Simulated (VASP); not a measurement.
Write the native input for VASP 6.6.1 that does the following.

* Task: single point
* Functional: PBE
* Potentials or basis: VASP PAW PBE potentials, release 64 (Al, Ru_pv)
* Cutoff: 520 eV
* k mesh: 12 × 12 × 12
* Occupations: gaussian, width 0.1 eV
* Spin: no spin polarisation
* Dipole correction: no
* Further INCAR settings: ALGO = Fast; EDIFF = 1e-06; NBANDS = 16

The structure of AlRu lies in POSCAR:

```
AlRu
1.0
    3.0543936840     -0.0026026920      0.0149580000
   -0.0026026920      3.0590007480     -0.0003290760
    0.0149580000     -0.0003290760      3.0575049480
Al Ru
1 1
Direct
   -0.0307895441      0.0089316754     -0.0385512769
    0.5307895441      0.4910683246      0.5385512769
```

This cell differs from its parent crystal: atoms moved at random and the cell strained at random.

One way to write it, as run:

INCAR

```
PREC = Accurate ; ENCUT = 520
EDIFF = 1E-6 ; ISMEAR = 0
SIGMA = 0.1 ; LREAL = F
LASPH = T ; NELM = 60
ALGO = Fast ; ISIF = 2
LWAVE = F ; LCHARG = F
GGA = PE ; NBANDS = 16
```

KPOINTS

```
Automatic mesh
0
Gamma
  12 12 12
```

Potentials or basis: VASP PAW PBE potentials, release 64 (Al, Ru_pv).

The run is started by

```console
$ cat potpaw_PBE.64/Al/POTCAR potpaw_PBE.64/Ru_pv/POTCAR > POTCAR
$ mpirun -np 1 vasp_std > vasp.out
```

Results of the run:

```json
{
  "Pressure": "-3.7 GPa",
  "Largest force": "2.031 eV/Å",
  "Band gap on the k mesh": "zero (an odd number of electrons rules out a gap without spin polarisation)"
}
```

Caveat: the cell differs from its parent crystal (atoms moved at random and the cell strained at random); the cell stands under tension; forces of over 1 eV/Å act on the atoms, so gaps and moduli don't describe the material at rest.

It took 4.9 min on 1 thread of Intel Xeon 8259CL, on a shared host, peak memory 0.46 GiB.
